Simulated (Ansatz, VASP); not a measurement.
## One calculation of Mg, two programs

```
CELL_PARAMETERS angstrom
-1.83599 1.83599 1.67940
1.83599 -1.83599 1.67940
1.83599 1.83599 -1.67940
ATOMIC_POSITIONS crystal
Mg 0.00000 0.00000 0.00000
```

Alike in both runs: task single point; functional revPBE; k mesh 2 × 2 × 2; occupations tetrahedron; no spin polarisation.

|  | VASP | Ansatz |
| --- | --- | --- |
| version | VASP 6.6.1 | Ansatz 0.2.0 |
| potentials or method | VASP PAW PBE potentials, release 64 (Mg), cutoff 600 eV | scalar-relativistic, plane waves, PAW |
| valence electrons in the cell | 2 | 10 |

Ansatz gave:

| Quantity | Value |
| --- | --- |
| gap on the k mesh at the Fermi level (eV) | none |
| pressure (GPa) | 1.8 |
| traceless stress, the component that is largest in VASP (GPa) | 11.54 |

**Question.** Which values does VASP return?

**Answer.** gap on the k mesh at the Fermi level (eV): none; pressure (GPa): -1.1; traceless stress, the component that is largest in VASP (GPa): 9.01.

VASP's potentials were made for PBE, not for revPBE. A gap of «none» marks a metal or a gap that the smearing closes. The functional is the same, so the differences come from potentials, cutoffs and numerics. VASP's potentials hold 2 valence electrons a cell and Ansatz's 10, so a difference there can come from the potentials and not from the codes. Ansatz's warnings: band table not solved further, tetrahedron derivatives may miss energy slope.

The k mesh is coarse, so the values compare programs but aren't converged.
